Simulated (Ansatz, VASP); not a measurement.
# Two plane-wave programs on CaI4

```
Ca I
1.0
     5.09120    0.00000    0.00000
     0.00000    5.09120    0.00000
     0.00000    0.00000    9.18060
Ca I
1 4
Cartesian
  0.0000 0.0000 0.0000
  2.5456 0.0000 2.0709
  0.0000 2.5456 7.1097
  2.5456 0.0000 7.1097
  0.0000 2.5456 2.0709
```

Change from the starting cell: ordered vacancies on the cation sites of fluorite (P4/mmm, No. 123).

Alike in both runs: functional PBE; k mesh 8 × 8 × 4; occupations gaussian, width 0.1 eV; no spin polarisation.

Ansatz relaxed the structure, and its values are those at the end. VASP's run is a single point on that final structure, the one shown.

|  | VASP | Ansatz |
| --- | --- | --- |
| version | VASP 6.6.1 | Ansatz 0.2.0 |
| potentials or method | VASP PAW PBE potentials, release 64 (Ca_sv, I), cutoff 520 eV | scalar-relativistic, plane waves, PAW |
| valence electrons in the cell | 38 | 78 |

```csv
,VASP,Ansatz,Ansatz less VASP
gap on the k mesh at the Fermi level (eV),none,none,-
pressure (GPa),0.0,0.0,-0.02
```

A gap of «none» marks a metal or a gap that the smearing closes. The functional is the same, so the differences come from potentials, cutoffs and numerics. VASP's potentials hold 38 valence electrons a cell and Ansatz's 78, so a difference there can come from the potentials and not from the codes.

Neither program's run includes spin-orbit coupling.
